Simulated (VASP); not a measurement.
# MgO (P1) in VASP: relaxation of cell and atoms with PBE

Aim: the relaxation of cell and atoms of MgO with PBE.

Program: VASP 6.6.1. These are calculated values, not measurements. Logs are shortened: lines on timing, memory, paths and dates and some standing lists are left out, and cuts for length are marked.

## 1. The cell of the first run

The typed cell holds 4 atoms: a = 2.946 Å, b = 3.015 Å, c = 5.229 Å, α = 73.18°, β = 73.34°, γ = 61.40°.

## 2. Relaxation of cell and atoms, PBE

Contents of INCAR:

```
SYSTEM = MgO
ALGO = Normal ; EDIFF = 1E-6
EDIFFG = -0.025 ; ENCUT = 600
GGA = PE ; IBRION = 2
ISIF = 3 ; ISMEAR = 0
LASPH = .TRUE. ; LCHARG = .FALSE.
LREAL = .FALSE. ; LWAVE = .FALSE.
NELM = 80 ; NSW = 80
PREC = Accurate ; SIGMA = 0.1
```

Contents of KPOINTS:

```
k-points
0
G
  6 6 6
  0 0 0
```

Contents of POSCAR:

```
MgO
1.0
   -2.0821748845      0.0200794482     -2.0833769782
   -2.1150499456     -2.1476346595      0.0529545093
   -4.2608685062      2.1254487652      2.1598162672
Mg O
2 2
Direct
    0.2307376130      0.2839555197      0.1974782893
    0.7943355264      0.7430792679      0.7369170409
    1.0219527891      0.9475439094      0.0549443962
    0.4529740715      0.5254213030      0.5106602736
```

Potentials or basis: VASP PAW PBE potentials, release 64 (Mg, O).

Started as:

```console
$ cat potpaw_PBE.64/Mg/POTCAR potpaw_PBE.64/O/POTCAR > POTCAR
$ mpirun -np 1 vasp_std > vasp.out
```

OUTCAR:

```text
SYSTEM = MgO
   EDIFF = 1E-6
   EDIFFG = -0.025
   ENCUT = 600
   GGA = PE
   IBRION = 2
   ISIF = 3
   ISMEAR = 0
   LASPH = .TRUE.
   LREAL = .FALSE.
   NELM = 80
   NSW = 80
   PREC = Accurate

 ion  position               nearest neighbor table
   1  0.231  0.284  0.197-   3 1.78   3 1.81   3 2.05   4 2.31   4 2.32   4 2.32   2 2.74   2 2.91
                             2 2.93   2 3.09   2 3.16   2 3.29
   2  0.794  0.743  0.737-   4 1.87   4 2.15   4 2.18   3 2.29   3 2.32   3 2.40   1 2.74   1 2.91
                             1 2.93   1 3.09   1 3.16   1 3.29
   3  0.022  0.948  0.055-   1 1.78   1 1.81   1 2.05   2 2.29   2 2.32   2 2.40
   4  0.453  0.525  0.511-   2 1.87   2 2.15   2 2.18   1 2.31   1 2.32   1 2.32

  LATTYP: Found a triclinic cell.
 ALAT       =     5.1760998778
 B/A-ratio  =     0.5690691064
 C/A-ratio  =     1.1734931383
 COS(alpha) =     0.0006158719
 COS(beta)  =     0.2996729990
 COS(gamma) =     0.8593558751

  Lattice vectors:

 A1 = (   2.0492998234,  -2.1877935559,   4.2197084657)
 A2 = (   2.0821748845,  -0.0200794482,   2.0833769782)
 A3 = (  -4.2937435673,  -0.0422653425,   4.2961477547)

Analysis of symmetry for initial positions (statically):
=====================================================================
 Subroutine PRICEL returns:
 Original cell was already a primitive cell.

 Routine SETGRP: Setting up the symmetry group for a
 triclinic supercell.

 Subroutine GETGRP returns: Found  1 space group operations
 (whereof  1 operations were pure point group operations)
 out of a pool of  2 trial point group operations.

The static configuration has the point symmetry C_1 .

Analysis of symmetry for dynamics (positions and initial velocities):
=====================================================================
 Subroutine PRICEL returns:
 Original cell was already a primitive cell.

 Routine SETGRP: Setting up the symmetry group for a
 triclinic supercell.

 Subroutine GETGRP returns: Found  1 space group operations
 (whereof  1 operations were pure point group operations)
 out of a pool of  2 trial point group operations.

The dynamic configuration has the point symmetry C_1 .

 Subroutine INISYM returns: Found  1 space group operations
 (whereof  1 operations are pure point group operations),
 and found     1 'primitive' translations

----------------------------------------------------------------------------------------

                                     Primitive cell

  volume of cell :      38.4099

[... 121 lines left out ...]
   LEPSILON=     F    determine dielectric tensor
   LRPA    =     F    only Hartree local field effects (RPA)
 conjugate gradient relaxation of ions
 non-spin polarized calculation
 Gauss-broadening in eV      SIGMA  =   0.10
  energy-cutoff  :      600.00
  volume of cell :       38.41
 maximum number of plane-waves:      1301
   NGX = 11   NGY = 13   NGZ = 21

--------------------------------------- Ionic step        1  -------------------------------------------

 number of electron      15.9999999 magnetization

 Free energy of the ion-electron system (eV)
  ---------------------------------------------------
  ext. energy  EPLUGINS =         0.00000000
  ---------------------------------------------------
  free energy    TOTEN  =       -22.36280046 eV

  energy without entropy =      -22.36280046  energy(sigma->0) =      -22.36280046

------------------------ aborting loop because EDIFF is reached ----------------------------------------

  FORCE on cell =-STRESS in cart. coord.  units (eV):
  Direction    XX          YY          ZZ          XY          YZ          ZX
  --------------------------------------------------------------------------------------
  -------------------------------------------------------------------------------------
  Total        3.9092733      4.5423851      2.6539643      1.6506471     -0.0669994      1.4882284
  in kB      163.0658915    189.4746198    110.7037084     68.8527578     -2.7947202     62.0778529
  external PRESSURE =     154.4147399 kB  Pullay stress =       0.0000000 kB
[... 95 lines left out ...]
  FREE ENERGIE OF THE ION-ELECTRON SYSTEM (eV)
  ---------------------------------------------------
  free  energy   TOTEN  =       -23.5014413804 eV

  energy  without entropy=      -23.5014413804  energy(sigma->0) =      -23.50144138

[... ionic steps 4 to 9 ...]

--------------------------------------- Ionic step       10  -------------------------------------------

 number of electron      16.0000002 magnetization

------------------------ aborting loop because EDIFF is reached ----------------------------------------
[... 71 lines left out ...]
--------------------------------------- Ionic step       12  -------------------------------------------

 number of electron      16.0000002 magnetization

 Free energy of the ion-electron system (eV)
  ---------------------------------------------------
  ext. energy  EPLUGINS =         0.00000000
  ---------------------------------------------------
  free energy    TOTEN  =       -23.82995027 eV

  energy without entropy =      -23.82995027  energy(sigma->0) =      -23.82995027

 E-fermi :   3.4857     XC(G=0): -10.9690

 val. band max:        3.0148305160   @ k =   0.0000   0.0000   0.0000
 cond. band min:       7.5188663300   @ k =   0.0000   0.0000   0.0000
 fundamental gap:      4.5040358140
 Fermi energy:         3.4856856497

 k-point     1 :       0.0000    0.0000    0.0000
  band No.  band energies     occupation
      1     -14.1320      2.00000
      2     -12.9055      2.00000
      3      -1.5012      2.00000
      4       2.3844      2.00000
      5       2.3854      2.00000
      6       3.0121      2.00000
      7       3.0136      2.00000
      8       3.0148      2.00000
      9       7.5189      0.00000
     10      10.7639      0.00000
     11      15.3589      0.00000
     12      18.6890      0.00000
[... 331 lines left out ...]
 k-point    24 :       0.5000    0.0000    0.1667
  band No.  band energies     occupation
      1     -12.8507      2.00000
      2     -12.7257      2.00000
      3      -1.0626      2.00000
      4      -0.6807      2.00000
      5       1.1646      2.00000
      6       1.6157      2.00000
      7       1.8558      2.00000
      8       2.1994      2.00000
      9      11.8441      0.00000
     10      12.6849      0.00000
     11      13.5972      0.00000
     12      14.9851      0.00000

 [... further k-points ...]
[... 5 lines left out ...]
  --------------------------------------------------------------------------------------
  -------------------------------------------------------------------------------------
  Total       -0.0132327      0.0123097     -0.0004489     -0.0082841      0.0047229      0.0002960
  in kB       -0.5544271      0.5157526     -0.0188066     -0.3470902      0.1978790      0.0124026
  external PRESSURE =      -0.0191604 kB  Pullay stress =       0.0000000 kB
[... 19 lines left out ...]
  FREE ENERGIE OF THE ION-ELECTRON SYSTEM (eV)
  ---------------------------------------------------
  free  energy   TOTEN  =       -23.8299502670 eV

  energy  without entropy=      -23.8299502670  energy(sigma->0) =      -23.82995027

 reached required accuracy - stopping structural energy minimisation
```

OSZICAR:

```text
N       E                     dE             d eps       ncg     rms          rms(c)
DAV:   1     0.659056477866E+02    0.65906E+02   -0.80944E+03  2688   0.131E+03
DAV:   2    -0.221741821816E+02   -0.88080E+02   -0.81311E+02  3656   0.245E+02
DAV:   3    -0.260742396256E+02   -0.39001E+01   -0.38791E+01  3396   0.538E+01
DAV:   4    -0.260926183164E+02   -0.18379E-01   -0.18376E-01  2912   0.427E+00
[... 100 lines left out ...]
DAV:   1    -0.238301953832E+02   -0.52227E-03   -0.54538E-02  2688   0.236E+00    0.127E-01
DAV:   2    -0.238299704892E+02    0.22489E-03   -0.17210E-03  3528   0.426E-01    0.293E-02
DAV:   3    -0.238299562543E+02    0.14235E-04   -0.34418E-05  2964   0.655E-02    0.140E-02
DAV:   4    -0.238299506481E+02    0.56062E-05   -0.84686E-06  3536   0.366E-02    0.456E-03
DAV:   5    -0.238299502670E+02    0.38108E-06   -0.18474E-06  2264   0.171E-02
  12 F= -.23829950E+02 E0= -.23829950E+02  d E =-.277069E-03
```

It took 9.5 min on 1 thread of Intel Xeon Platinum 8259CL at 2.50GHz (Skylake/Cascade Lake), shared host; peak memory 0.21 GiB.

What came out:

```
Free energy                           : -23.8300 eV
Relaxed volume                        : 9.56 Å³/atom
Relaxed cell                          : a = 3.002 Å, b = 3.002 Å, c = 5.199 Å, α = 73.19°, β = 73.21°, γ = 59.98°
Space group after relaxing (to 0.1 Å) : Fm-3m (No. 225)
Energy gained by relaxing             : 366.8 meV/atom
Ionic steps                           : 12
Pressure after relaxing               : 0.0 GPa
Largest force after relaxing          : 0.023 eV/Å
Band gap on the k mesh                : 4.50 eV
```

Forces on the atoms (eV/Å):
```
Mg  -0.008 -0.011  0.011
Mg   0.014 -0.004 -0.017
O   -0.009  0.007  0.002
O    0.003  0.009  0.004
```

Stress tensor (GPa, compression positive):
```
-0.06 -0.03  0.00
-0.03  0.05  0.02
 0.00  0.02  0.00
```

Step by step:
```tsv
step	energy change (eV)	largest force (eV/Å)	pressure (GPa)	volume (Å³)
1	0.0000	5.4251	15.44	38.41
2	-1.0420	1.2535	-13.95	43.75
3	-1.1386	0.8828	-9.62	42.25
4	-1.3889	0.8324	-2.56	39.22
5	-1.4183	0.8665	1.97	37.92
6	-1.4587	0.2044	0.98	38.03
7	-1.4596	0.2605	0.87	38.04
8	-1.4654	0.1045	-0.45	38.36
9	-1.4655	0.1001	-0.59	38.40
10	-1.4667	0.0541	0.02	38.24
11	-1.4669	0.0510	0.25	38.18
12	-1.4671	0.0226	0.00	38.24
```

Final structure:
```yaml
crystal:
  lattice:
    - [-2.12268, 0.00031, -2.12291]
    - [-2.12311, -2.12215, -0.00100]
    - [-4.24623, 2.11986, 2.12195]
  atoms:
    - { symbol: Mg, position: [0.25056, 0.24901, 0.25006] }
    - { symbol: Mg, position: [0.74945, 0.75058, 0.75027] }
    - { symbol: O, position: [0.99984, 0.00007, 0.99981] }
    - { symbol: O, position: [0.50016, 0.50033, 0.49986] }
```

Levels at points of the mesh, in eV from the valence-band top:
| k point | band 6 | band 7 | band 8 | band 9 | band 10 | band 11 |
| --- | --- | --- | --- | --- | --- | --- |
| (0.00, 0.00, 0.00) | 0.00 | 0.00 | 0.00 | 4.50 | 7.75 | 12.34 |
| (0.50, 0.00, 0.00) | -1.86 | -1.00 | -0.99 | 9.53 | 9.54 | 11.37 |
| (0.00, 0.50, 0.00) | -1.86 | -1.00 | -0.98 | 9.53 | 9.54 | 11.37 |
| (0.50, 0.50, 0.00) | -1.31 | -0.63 | -0.63 | 7.75 | 9.10 | 9.72 |
| (0.00, 0.00, 0.50) | -0.33 | -0.33 | -0.32 | 6.87 | 6.88 | 12.43 |
| (0.50, 0.00, 0.50) | -1.31 | -0.63 | -0.63 | 7.75 | 9.09 | 9.72 |
| (0.00, 0.50, 0.50) | -1.32 | -0.63 | -0.63 | 7.75 | 9.09 | 9.72 |
| (0.50, 0.50, 0.50) | -1.86 | -0.99 | -0.99 | 9.53 | 9.54 | 11.37 |

A k mesh can miss the band edges.
